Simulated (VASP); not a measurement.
Runs of VASP 6.6.1 on BAs. The structure is that of space group F-43m (No. 216), or close to it. The cells are those of the table. 

```tsv
level	cell	k mesh	smearing	grid for exact exchange (PRECFOCK)	screening parameter	gap on the mesh (eV)	pressure (GPa)
PBE	a = 3.390, b = 3.383 Å, angles 60.1, 59.8, 60.1°, 2 atoms	10 × 10 × 10	fermi-dirac 0.02 eV	-	-	1.15	2.2
r2SCAN	a = 3.383 Å, angles 60.0°, 2 atoms	10 × 10 × 10	gaussian 0.01 eV	-	-	1.37	0.3
PBE	a = 3.372, b = 3.372, c = 3.344 Å, angles 60.3, 60.3, 59.4°, 2 atoms	10 × 10 × 10	fermi-dirac 0.02 eV	-	-	(c)	5.4
HSE06	a = 3.470, b = 3.470, c = 3.383 Å, angles 60.8, 60.8, 58.3°, 2 atoms	6 × 6 × 6	gaussian 0.01 eV	Normal	0.2079 1/Å	(a)	(b)
PBE	a = 3.470, b = 3.470, c = 3.383 Å, angles 60.8, 60.8, 58.3°, 2 atoms	10 × 10 × 10	fermi-dirac 0.02 eV	-	-	0.87	-3.7
PBE	a = 3.390, b = 3.383 Å, angles 60.1, 59.8, 60.1°, 2 atoms	6 × 6 × 6	gaussian 0.01 eV	-	-	1.25	2.2
PBE	a = 3.372, b = 3.372, c = 3.344 Å, angles 60.3, 60.3, 59.4°, 2 atoms	6 × 6 × 6	gaussian 0.01 eV	-	-	1.14	5.5
r2SCAN	a = 3.372, b = 3.372, c = 3.344 Å, angles 60.3, 60.3, 59.4°, 2 atoms	10 × 10 × 10	gaussian 0.01 eV	-	-	1.22	2.9
```

Alike in all rows: task single point; potentials or basis VASP PAW PBE potentials, release 64 (B, As); no spin polarisation; cutoff (eV) 520.

Problem. Fill in the values left out.

Solution. (a) 1.61; (b) -7.6; (c) 1.03.

Caveats: the PAW data sets were made with another functional, which shifts forces and pressure a little (some runs).

A k mesh can miss the band edges, and the runs leave out spin-orbit coupling on As.
